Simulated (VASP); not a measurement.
Input of a VASP 6.6.1 run:

The input INCAR:

```
SYSTEM = HfNbF3
  PREC = Accurate
  ENCUT = 520
  EDIFF = 1E-6
  ISMEAR = 0
  SIGMA = 0.02
  LREAL = .FALSE.
  LASPH = .TRUE.
  NELM = 100
  ALGO = Normal
  ISIF = 2
  LWAVE = .FALSE.
  LCHARG = .FALSE.
  GGA = PE
  NBANDS = 30
```

The input KPOINTS:

```
regular mesh
0
G
  12 8 8
  0 0 0
```

The input POSCAR:

```
HfNbF3
1.0
    2.9520098038      0.0000000000      0.0000000000
    0.0000000000      3.7708029250      3.3385791460
    0.0000000000     -3.7708029250      3.3385791460
Hf Nb F
1 1 3
Direct
    0.5000000000      0.2745861762      0.2745861762
    0.0000000000      0.9160431000      0.9160431000
    0.5000000000      0.6257475040      0.0504665230
    0.5000000000      0.0504665230      0.6257475040
    0.0000000000      0.5261566967      0.5261566967
```

Potentials or basis: VASP PAW PBE potentials, release 64 (Hf_pv, Nb_sv, F).

Launch:

```bash
$ cat potpaw_PBE.64/Hf_pv/POTCAR potpaw_PBE.64/Nb_sv/POTCAR potpaw_PBE.64/F/POTCAR > POTCAR
$ mpirun -np 1 vasp_std > vasp.out
```

(1) Predict the band gap on the k mesh.

(2) Predict the largest force.

(3) Predict the pressure.

## Answers

(1) 0.35 eV (least direct gap 0.44 eV).

(2) 0.132 eV/Å.

(3) -1.1 GPa.

Caveat: spin-orbit coupling is left out, which moves the levels of the heavy elements.
